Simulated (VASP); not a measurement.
# Al (a cell with a defect) in VASP: single point with PBEsol

Aim: the single point of Al (a cell with a defect) with PBEsol.

All numbers are computed with VASP 6.6.1; they aren't measurements. Logs are shortened: lines on timing, memory, paths and dates and some standing lists are left out, and cuts for length are marked.

### Step 1. The cell of the first run

The cell holds a defect, 31 atoms: a = 8.100 Å, b = 8.100 Å, c = 8.100 Å, α = 90.00°, β = 90.00°, γ = 90.00°.

### Step 2. Single point, PBEsol

The input, INCAR:

```
PREC = Accurate
ENCUT = 520
EDIFF = 1E-7
ISMEAR = 0
SIGMA = 0.05
LREAL = Auto
LASPH = T
NELM = 80
ALGO = Normal
ISIF = 2
LWAVE = F
LCHARG = F
GGA = PS
NBANDS = 68
```

The input, KPOINTS:

```
Automatic mesh
0
Gamma
  3 3 3
```

The input, POSCAR:

```
Al
1.0
    8.1000000000      0.0000000000      0.0000000000
    0.0000000000      8.1000000000      0.0000000000
    0.0000000000      0.0000000000      8.1000000000
Al
31
Direct
    0.5012495062     -0.0041813580      0.0036711111
    0.7501145679      0.2498700000      0.0001107407
    0.7465530864     -0.0041818519      0.2489743210
   -0.0010776543      0.0011001235     -0.0008792593
    0.2492674074      0.2498718519     -0.0084874074
    0.5012514815      0.5039237037      0.0036698765
    0.7494649383      0.7498711111      0.0007608642
    0.2433501235      0.0186558025      0.2435516049
    0.5022607407      0.2498708642      0.2479630864
    0.7465537037      0.5039224691      0.2489744444
    0.5066754321      0.0186650617      0.5068766667
    0.7587175309      0.2498704938      0.5009558025
    0.7511050617      0.0011006173      0.7513043210
   -0.0010782716      0.4986411111     -0.0008782716
    0.2537454321      0.7498701235      0.0066603704
   -0.0086916049      0.2498701235      0.2494813580
    0.2433512346      0.4810854321      0.2435518519
    0.0034667901     -0.0041803704      0.5014574074
    0.2477587654      0.2498695062      0.5024653086
    0.5066743210      0.4810759259      0.5068772840
    0.7435676543      0.7498688889      0.4964818519
    0.2487676543     -0.0041790123      0.7467577778
    0.5007422222      0.2498711111      0.7589214815
    0.7511060494      0.4986408642      0.7513039506
    0.0064633333      0.7498701235      0.2539475309
    0.0034688889      0.5039203704      0.5014565432
    0.3750200000      0.7498704938      0.3752287654
   -0.0000922222      0.2498706173      0.7503180247
    0.2487676543      0.5039212346      0.7467577778
    0.4962790123      0.7498711111      0.7437617284
    0.0005560494      0.7498702469      0.7496709877
```

Potentials or basis: VASP PAW PBE potentials, release 64 (Al).

The run is started by

```
cat potpaw_PBE.64/Al/POTCAR > POTCAR
mpirun -np 1 vasp_std > vasp.out
```

OUTCAR:

```text
PREC = Accurate
   ENCUT = 520
   EDIFF = 1E-7
   ISMEAR = 0
   LREAL = Auto
   LASPH = T
   NELM = 80
   ISIF = 2
   GGA = PS

 ion  position               nearest neighbor table
   1  0.501  0.996  0.004-   3 2.81  15 2.83   7 2.83   9 2.85  23 2.86   8 2.86  13 2.88   2 2.88
                            30 2.90   5 2.90  22 2.92
   2  0.750  0.250  0.000-  23 2.81  16 2.81   9 2.84  13 2.85   4 2.85  24 2.85  14 2.85  28 2.86
                             3 2.88  10 2.88   1 2.88   6 2.88
   3  0.747  0.996  0.249-   1 2.81  21 2.83   7 2.83   9 2.85  16 2.86  11 2.86   4 2.88   2 2.88
                            25 2.90  12 2.90  18 2.92
   4  0.999  0.001  0.999-   8 2.80  13 2.84  28 2.85   2 2.85   5 2.86  16 2.86  31 2.87   7 2.87
                            22 2.88   3 2.88  15 2.90  25 2.90
   5  0.249  0.250  0.992-  17 2.77   8 2.77  23 2.77  28 2.81  29 2.86  22 2.86  14 2.86   4 2.86
                             1 2.90   6 2.90   9 2.92  16 2.96
   6  0.501  0.504  0.004-  10 2.81  15 2.83   7 2.83   9 2.85  23 2.86  17 2.86  24 2.88   2 2.88
                            30 2.90   5 2.90  29 2.92
   7  0.749  0.750  0.001-   3 2.83   6 2.83  10 2.83   1 2.83  13 2.87   4 2.87  14 2.87  24 2.87
                            31 2.88  25 2.92  30 2.92
   8  0.243  0.019  0.244-  27 2.65   5 2.77  16 2.77   4 2.80   9 2.81  19 2.81   1 2.86  18 2.86
                            25 2.90  15 2.90  11 3.02
   9  0.502  0.250  0.248-  20 2.81  11 2.81  17 2.81   8 2.81   2 2.84   1 2.85  10 2.85   3 2.85
                             6 2.85  19 2.92   5 2.92  12 2.92
  10  0.747  0.504  0.249-   6 2.81  21 2.83   7 2.83   9 2.85  16 2.86  20 2.86  14 2.88   2 2.88
                            25 2.90  12 2.90  26 2.92
  11  0.507  0.019  0.507-  27 2.65  12 2.77  23 2.77  13 2.80   9 2.81  19 2.81   3 2.86  22 2.86
                            30 2.90  21 2.90   8 3.02
[... 32 lines left out ...]
  28  1.000  0.250  0.750-  12 2.81   5 2.81  19 2.84  24 2.85  13 2.85   4 2.85  14 2.85   2 2.86
                            22 2.88  29 2.88  26 2.88  18 2.88
  29  0.249  0.504  0.747-  26 2.81  30 2.83  31 2.83  19 2.85   5 2.86  20 2.86  14 2.88  28 2.88
                            15 2.90  23 2.90   6 2.92
  30  0.496  0.750  0.744-  29 2.83  22 2.83  21 2.83  15 2.90   6 2.90   1 2.90  13 2.90  24 2.90
                            11 2.90  20 2.90   7 2.92  27 3.14
  31  0.001  0.750  0.750-  29 2.83  22 2.83  18 2.83  26 2.83  24 2.87   4 2.87  14 2.87  13 2.87
                             7 2.88  21 2.92  15 2.92

  LATTYP: Found a simple cubic cell.
 ALAT       =     8.1000000000

  Lattice vectors:

 A1 = (   8.1000000000,   0.0000000000,   0.0000000000)
 A2 = (   0.0000000000,   8.1000000000,   0.0000000000)
 A3 = (   0.0000000000,   0.0000000000,   8.1000000000)

Analysis of symmetry for initial positions (statically):
=====================================================================
 Subroutine PRICEL returns:
 Original cell was already a primitive cell.

 Routine SETGRP: Setting up the symmetry group for a
 simple cubic supercell.

 Subroutine GETGRP returns: Found  2 space group operations
 (whereof  1 operations were pure point group operations)
 out of a pool of 48 trial point group operations.

The static configuration has the point symmetry C_1 .
 The point group associated with its full space group is C_1h.

Analysis of symmetry for dynamics (positions and initial velocities):
=====================================================================
 Subroutine PRICEL returns:
 Original cell was already a primitive cell.

 Routine SETGRP: Setting up the symmetry group for a
 simple cubic supercell.

 Subroutine GETGRP returns: Found  2 space group operations
 (whereof  1 operations were pure point group operations)
 out of a pool of 48 trial point group operations.

The dynamic configuration has the point symmetry C_1 .
 The point group associated with its full space group is C_1h.

 Subroutine INISYM returns: Found  2 space group operations
 (whereof  1 operations are pure point group operations),
 and found     1 'primitive' translations

----------------------------------------------------------------------------------------

                                     Primitive cell

  volume of cell :     531.4410

  direct lattice vectors                    reciprocal lattice vectors
     8.100000000  0.000000000  0.000000000     0.123456790  0.000000000  0.000000000
     0.000000000  8.100000000  0.000000000     0.000000000  0.123456790  0.000000000
     0.000000000  0.000000000  8.100000000     0.000000000  0.000000000  0.123456790

  length of vectors
     8.100000000  8.100000000  8.100000000     0.123456790  0.123456790  0.123456790

  position of ions in fractional coordinates (direct lattice)
     0.501249506  0.995818642  0.003671111
     0.750114568  0.249870000  0.000110741
     0.746553086  0.995818148  0.248974321
     0.998922346  0.001100124  0.999120741
     0.249267407  0.249871852  0.991512593
     0.501251481  0.503923704  0.003669876
[... 23 lines left out ...]
     0.496279012  0.749871111  0.743761728
     0.000556049  0.749870247  0.749670988

  ion indices of the primitive-cell ions
   primitive index   ion index
                 1           1
                 2           2
                 3           3
                 4           4
                 5           5
                 6           6
[... 23 lines left out ...]
                30          30
                31          31

----------------------------------------------------------------------------------------

 KPOINTS: Automatic mesh

Automatic generation of k-mesh.
 Grid dimensions read from file:
 generate k-points for:    3    3    3

 Generating k-lattice:

  Cartesian coordinates                     Fractional coordinates (reciprocal lattice)
     0.041152263  0.000000000  0.000000000     0.333333333  0.000000000  0.000000000
     0.000000000  0.041152263  0.000000000     0.000000000  0.333333333  0.000000000
     0.000000000  0.000000000  0.041152263     0.000000000  0.000000000  0.333333333

  Length of vectors
     0.041152263  0.041152263  0.041152263

  Shift w.r.t. Gamma in fractional coordinates (k-lattice)
     0.000000000  0.000000000  0.000000000

 Subroutine IBZKPT returns following result:
 ===========================================

 Found     10 irreducible k-points:

 Following reciprocal coordinates:
            Coordinates               Weight
  0.000000  0.000000  0.000000      1.000000
  0.333333  0.000000  0.000000      2.000000
  0.000000  0.333333  0.000000      2.000000
  0.000000  0.000000  0.333333      2.000000
  0.333333  0.333333  0.000000      4.000000
  0.000000  0.333333  0.333333      4.000000
  0.333333  0.000000  0.333333      2.000000
 -0.333333  0.000000  0.333333      2.000000
  0.333333  0.333333  0.333333      4.000000
 -0.333333  0.333333  0.333333      4.000000
   k-points           NKPTS =     10   k-points in BZ     NKDIM =     10   number of bands    NBANDS=     68
   number of dos      NEDOS =    301   number of ions     NIONS =     31
   total plane-waves  NPLWV = 216000
   dimension x,y,z NGX =    60 NGY =   60 NGZ =   60
   dimension x,y,z NGXF=   120 NGYF=  120 NGZF=  120
   ions per type =              31
   NGX,Y,Z   is equivalent  to a cutoff of  12.31, 12.31, 12.31 a.u.
   NGXF,Y,Z  is equivalent  to a cutoff of  24.63, 24.63, 24.63 a.u.
 SYSTEM =  unknown system
   PREC   = accura    normal or accurate (medium, high low for compatibility)
   ISTART =      0    job   : 0-new  1-cont  2-samecut
   ICHARG =      2    charge: 1-file 2-atom 10-const
   ISPIN  =      1    spin polarized calculation?
   LNONCOLLINEAR =      F non collinear calculations
   LSORBIT =      F    spin-orbit coupling
   LASPH  =      T    aspherical Exc in radial PAW
   ENCUT  =  520.0 eV  38.22 Ry    6.18 a.u.  15.06 15.06 15.06*2*pi/ulx,y,z
   NELM   =     80;   NELMIN=  2; NELMDL= -5     # of ELM steps
   EDIFF  = 0.1E-06   stopping-criterion for ELM
   LREAL  =      T    real-space projection
   EDIFFG = 0.1E-05   stopping-criterion for IOM
   NSW    =      0    number of steps for IOM
   IBRION =     -1    ionic relax: 0-MD 1-quasi-New 2-CG
   NFREE  =      0    steps in history (QN), initial steepest desc. (CG)
   ISIF   =      2    stress and relaxation
   ISYM   =      2    0-nonsym 1-usesym 2-fastsym
   POTIM  = 0.5000    time-step for ionic-motion
   TEBEG  =    0.0;   TEEND  =   0.0 temperature during run
   PSTRESS=    0.0 pullay stress
   NELECT =      93.0000    total number of electrons
   NUPDOWN=      -1.0000    fix difference up-down
   EMIN   =  10.00;   EMAX   =-10.00  energy-range for DOS
   EFERMI =   0.00;   METHOD = LEGACY
   ISMEAR =     0;   SIGMA  =   0.05  broadening in eV -4-tet -1-fermi 0-gaus
   EFERMI_NEDOS =   21; number of points for ismear=-14 and -15
   IALGO  =     38    algorithm
   IMIX   =      4    mixing-type and parameters
     AMIX     =   0.40;   BMIX     =  1.00
     AMIX_MAG =   1.60;   BMIX_MAG =  1.00
  volume/ion in A,a.u.               =      17.14       115.69
  Fermi-wavevector in a.u.,A,eV,Ry     =   0.915695  1.730412 11.408446  0.838497
  Thomas-Fermi vector in A             =   2.040466
   LORBIT       =      0    0 simple, 1 ext, 2 COOP (PROOUT), +10 PAW based schemes
   GGA     = PS    functional components
   LHFCALC =     F    Hartree Fock is set to
   AEXX    =    0.0000 exact exchange contribution
   IVDW    =     0    specifies the selected vdW correction
   LEPSILON=     F    determine dielectric tensor
   LRPA    =     F    only Hartree local field effects (RPA)
 non-spin polarized calculation
 Gauss-broadening in eV      SIGMA  =   0.05
  energy-cutoff  :      520.00
  volume of cell :      531.44
 maximum number of plane-waves:     14358
   NGX = 31   NGY = 31   NGZ = 31

 number of electron      93.0000000 magnetization

 Free energy of the ion-electron system (eV)
  ---------------------------------------------------
  ext. energy  EPLUGINS =         0.00000000
  ---------------------------------------------------
  free energy    TOTEN  =      -125.78204042 eV

  energy without entropy =     -125.76601097  energy(sigma->0) =     -125.77402569

 E-fermi :   7.4142     XC(G=0): -10.0951

 val. band max:        7.4098421955   @ k =   0.3333   0.3333   0.3333
 cond. band min:       7.4202249858   @ k =   0.3333   0.0000   0.0000
 fundamental gap:      0.0103827903
 Fermi energy:         7.4142123805

 k-point     1 :       0.0000    0.0000    0.0000
  band No.  band energies     occupation
      1      -3.4104      2.00000
      2      -1.3253      2.00000
      3      -1.2841      2.00000
      4      -1.2098      2.00000
      5      -1.2060      2.00000
      6      -0.9911      2.00000
[... 599 lines left out ...]
     57       9.2132      0.00000
     58       9.4344      0.00000
 [bands above 58 left out]

------------------------ aborting loop because EDIFF is reached ----------------------------------------

  FORCE on cell =-STRESS in cart. coord.  units (eV):
  Direction    XX          YY          ZZ          XY          YZ          ZX
  --------------------------------------------------------------------------------------
  -------------------------------------------------------------------------------------
  Total       -7.9223129     -4.0189205     -7.9244957      0.0000000      0.0000000     -0.3615636
  in kB      -23.8840250    -12.1161582    -23.8906058      0.0000000      0.0000000     -1.0900345
  external PRESSURE =     -19.9635963 kB  Pullay stress =       0.0000000 kB

 VOLUME and BASIS-vectors are now :
 -----------------------------------------------------------------------------
  energy-cutoff  :      520.00
  volume of cell :      531.44
      direct lattice vectors                 reciprocal lattice vectors
     8.100000000  0.000000000  0.000000000     0.123456790  0.000000000  0.000000000
     0.000000000  8.100000000  0.000000000     0.000000000  0.123456790  0.000000000
     0.000000000  0.000000000  8.100000000     0.000000000  0.000000000  0.123456790

 POSITION                                       TOTAL-FORCE (eV/Angst)
 -----------------------------------------------------------------------------------
      4.06012      8.06613      0.02974        -0.002252     -0.001141      0.001573
      6.07593      2.02395      0.00090        -0.003247     -0.000000      0.001444
      6.04708      8.06613      2.01669        -0.001582     -0.001569      0.001453
      8.09127      0.00891      8.09288        -0.005512      0.003463     -0.004125
      2.01907      2.02396      8.03125        -0.000479     -0.000000     -0.001970
      4.06014      4.08178      0.02973        -0.002252      0.001141      0.001573
[... 23 lines left out ...]
      4.01986      6.07396      6.02447        -0.000108     -0.000000      0.004642
      0.00450      6.07395      6.07234         0.002640     -0.000000     -0.000588
 -----------------------------------------------------------------------------------
    total drift:                               -0.005535     -0.001375      0.000126

  FREE ENERGIE OF THE ION-ELECTRON SYSTEM (eV)
  ---------------------------------------------------
  free  energy   TOTEN  =      -125.7820404235 eV

  energy  without entropy=     -125.7660109662  energy(sigma->0) =     -125.77402569
```

Wall time 14 min (1 thread of Oxide Virtual Turin-like, shared host); peak memory 0.54 GiB.

Results:

| Quantity | Value |
| --- | --- |
| Free energy | -125.7820 eV |
| Pressure | -2.0 GPa |
| Largest force | 0.008 eV/Å |
| Band gap on the k mesh | zero (an odd number of electrons rules out a gap without spin polarisation) |

Forces in eV/Å, atoms in the order of the input:
```
Al  -0.002 -0.001  0.002
Al  -0.003  0.000  0.001
Al  -0.002 -0.002  0.001
Al  -0.006  0.003 -0.004
Al   0.000  0.000 -0.002
Al  -0.002  0.001  0.002
Al  -0.002  0.000  0.005
Al   0.001 -0.001  0.002
Al   0.005  0.000 -0.006
Al  -0.002  0.002  0.001
Al   0.000 -0.001 -0.001
Al   0.002  0.000  0.000
Al   0.005  0.003  0.005
Al  -0.006 -0.003 -0.004
Al   0.000  0.000 -0.004
Al  -0.003  0.000 -0.001
Al   0.001  0.001  0.002
Al   0.002 -0.001 -0.004
Al  -0.005  0.000  0.005
Al   0.000  0.001 -0.001
Al   0.002  0.000  0.001
Al   0.003 -0.002 -0.003
Al   0.000  0.000  0.002
Al   0.005 -0.003  0.005
Al  -0.004  0.000  0.001
Al   0.002  0.001 -0.004
Al   0.000  0.000  0.000
Al   0.002  0.000 -0.002
Al   0.003  0.002 -0.003
Al   0.000  0.000  0.005
Al   0.003  0.000 -0.001
```

Caveat: the PAW data sets were made with another functional, which shifts forces and pressure a little.
